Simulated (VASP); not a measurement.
Runs of VASP 6.6.1 on Ag. The structure is that of space group I4/mmm (No. 139), or close to it. The cells are those of the table. 

```tsv
cell	gap on the mesh (eV)	pressure (GPa)
a = 2.987 Å, angles 106.5, 106.5, 115.7°, 1 atom	none	-12.8
a = 3.023 Å, angles 107.5, 107.5, 113.6°, 1 atom	none	-13.8
a = 2.908 Å, angles 107.4, 107.4, 113.7°, 1 atom	none	-9.7
a = 2.946 Å, angles 111.6, 111.6, 105.3°, 1 atom	none	(a)
a = 2.952 Å, angles 105.4, 105.4, 117.9°, 1 atom	none	(b)
```

Alike in all rows: task single point; level PBEsol; potentials or basis VASP PAW PBE potentials, release 64 (Ag); no spin polarisation; k mesh 20 × 20 × 20; cutoff (eV) 520; smearing gaussian 0.15 eV.

Question: Fill in the values left out.

Answer: (a) -11.5; (b) -11.1.

Caveats: the PAW data sets were made with another functional, which shifts forces and pressure a little.

A k mesh can miss the band edges, and the runs leave out spin-orbit coupling on Ag.

A gap of «none» marks levels without a gap at the run's occupations.
